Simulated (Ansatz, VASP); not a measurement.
**One calculation of BAs, two programs**

```
B As
1.0
     0.00000    2.13627    2.13627
     2.13627    0.00000    2.13627
     2.13627    2.13627    0.00000
B As
1 1
Direct
  0.00000 0.00000 0.00000
  0.50000 0.50000 0.50000
```

Change from the starting cell: volume scaled by 0.8, PAW files.

Alike in both runs: task single point; functional r2SCAN; k mesh 15 × 15 × 15; occupations fermi-dirac, width 0.05 eV; no spin polarisation.

|  | VASP | Ansatz |
| --- | --- | --- |
| version | VASP 6.6.1 | Ansatz 0.2.0 |
| potentials or method | VASP PAW PBE potentials, release 64 (B, As) | PAW with Ansatz's default frozen-core files, scalar-relativistic |
| plane-wave cutoff (eV) | 520 | 500 |
| valence electrons in the cell | 8 | 18 |

VASP gave:

```
pressure (GPa) : 47.8
```

Estimate Ansatz's values.

pressure (GPa): 47.1.

VASP's potentials were made for PBE, not for r2SCAN. Both programs put the cell under a high pressure, so it lies far from rest at this level. The functional is the same, so the differences come from potentials, cutoffs and numerics. VASP's potentials hold 8 valence electrons a cell and Ansatz's 18, so a difference there can come from the potentials and not from the codes.
